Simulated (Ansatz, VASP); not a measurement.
# One calculation of Y, two programs

The input INCAR:

```
SYSTEM = Y
ALGO = Normal ; EDIFF = 1E-7
ENCUT = 520 ; ISIF = 2
ISMEAR = -1 ; LASPH = .True.
LCHARG = .False. ; LREAL = .False.
LWAVE = .False. ; NBANDS = 12
NELM = 100 ; PREC = Accurate
SIGMA = 0.05
```

KPOINTS

```
k-points
0
Gamma
  13 13 13
  0 0 0
```

POSCAR

```
Y
1.0
    0.0000000000      2.4850000000      2.5098500000
    2.4850000000      0.0000000000      2.5098500000
    2.4850000000      2.4850000000      0.0000000000
Y
1
Direct
    0.0000000000      0.0000000000      0.0000000000
```

Input for Ansatz:

```yaml
crystal:
  lattice:
    - [0.0, 2.485, 2.50985]
    - [2.485, 0.0, 2.50985]
    - [2.485, 2.485, 0.0]
  atoms:
    - { symbol: "Y", position: [0.0, 0.0, 0.0] }
kpoints:
  mp_grid: { grid: [13, 13, 13] }
  band_path:
    path:
      - [0.0, 0.0, 0.0]
      - [0.0, 0.5, 0.5]
      - [0.25, 0.75, 0.5]
      - [0.0, 0.5, 0.0]
      - [0.0, 0.0, 0.0]
      - [0.5, 0.5, 0.0]
      - [0.3725370062, 0.6274629938, 0.0]
      - [-0.3725370062, 0.3725370062, 0.0]
      - [0.0, 0.0, 0.0]
    npoints: 5
scf:
  occupations: { method: fermi_dirac, width: 0.05 }
hamiltonian:
  xc: lda
  pseudopotentials: { kind: all_electron, lapw: { basis_error: 0.001 } }
output:
  forces: true
  stress: true
  eigenvalues: true
```

Change from the starting cell: zz strain of +1 %.

Alike in both runs: task single point; functional LDA; k mesh 13 × 13 × 13; occupations fermi-dirac, width 0.05 eV; no spin polarisation.

|  | VASP | Ansatz |
| --- | --- | --- |
| version | VASP 6.6.1 | Ansatz 0.2.0 |
| potentials or method | VASP PAW LDA potentials, release 64 (Y_sv), cutoff 520 eV | all-electron LAPW, scalar-relativistic |

VASP gave:

- pressure (GPa): -2.3
- traceless stress, the component that is largest in VASP (GPa): -0.22

Question: Estimate Ansatz's values.

Answer: Pressure (GPa): -2.1; traceless stress, the component that is largest in VASP (GPa): -0.22.

LDA's correlation is that of Perdew and Zunger in VASP and of Perdew and Wang (1992) in Ansatz. Ansatz ran all-electron here, and VASP with PAW potentials.
